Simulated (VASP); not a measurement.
Input of a VASP 6.6.1 run:

File POSCAR:

```
SiC
1.0
    0.0000000000      2.1898722433      2.1898722433
    2.1898722433      0.0000000000      2.1898722433
    2.1898722433      2.1898722433      0.0000000000
Si C
1 1
Direct
    0.0000000000      0.0000000000      0.0000000000
    0.2500000000      0.2500000000      0.2500000000
```

The input INCAR.step1:

```
SYSTEM = SiC
PREC     = Accurate       ! precision mode
ENCUT    = 660            ! plane-wave cutoff, eV
ISMEAR   = 0              ! smearing method
SIGMA    = 0.02           ! smearing width, eV
LREAL    = .FALSE.        ! projectors in reciprocal space
LASPH    = .TRUE.         ! aspherical terms in the spheres
NELM     = 120            ! most SCF steps
NBANDS   = 11             ! bands
GGA      = PE             ! functional
ALGO     = Normal         ! electronic algorithm
EDIFF    = 1E-5           ! SCF threshold, eV
LWAVE    = .TRUE.         ! write WAVECAR
LCHARG   = .FALSE.        ! write CHGCAR
GGA_COMPAT= .FALSE.
```

INCAR.step2

```
SYSTEM = SiC
PREC     = Accurate       ! precision mode
ENCUT    = 660            ! plane-wave cutoff, eV
EDIFF    = 1E-6           ! SCF threshold, eV
ISMEAR   = 0              ! smearing method
SIGMA    = 0.02           ! smearing width, eV
LREAL    = .FALSE.        ! projectors in reciprocal space
LASPH    = .TRUE.         ! aspherical terms in the spheres
NELM     = 120            ! most SCF steps
ALGO     = Normal         ! electronic algorithm
ISIF     = 2              ! what is computed and relaxed
LWAVE    = .FALSE.        ! write WAVECAR
LCHARG   = .FALSE.        ! write CHGCAR
METAGGA  = R2SCAN         ! meta-GGA
LMIXTAU  = .TRUE.       
NBANDS   = 11             ! bands
ISTART   = 1            
GGA_COMPAT= .FALSE.
```

The input KPOINTS:

```
Automatic mesh
0
G
  10 10 10
  0 0 0
```

Potentials or basis: VASP PAW PBE potentials, release 64 (Si, C).

Run with:

```bash
$ cat potpaw_PBE.64/Si/POTCAR potpaw_PBE.64/C/POTCAR > POTCAR
$ cp INCAR.step1 INCAR
$ mpirun -np 1 vasp_std > vasp.out
$ cp INCAR.step2 INCAR
$ mpirun -np 1 vasp_std > vasp.out
```

Problem. Predict the band gap on the k mesh.

Solution. 1.74 eV (least direct gap 5.04 eV).

Problem. Predict the pressure.

Solution. -3.9 GPa.

Caveat: the cell stands under tension; the PAW data sets were made with another functional, which shifts forces and pressure a little. A k mesh can miss the band edges.
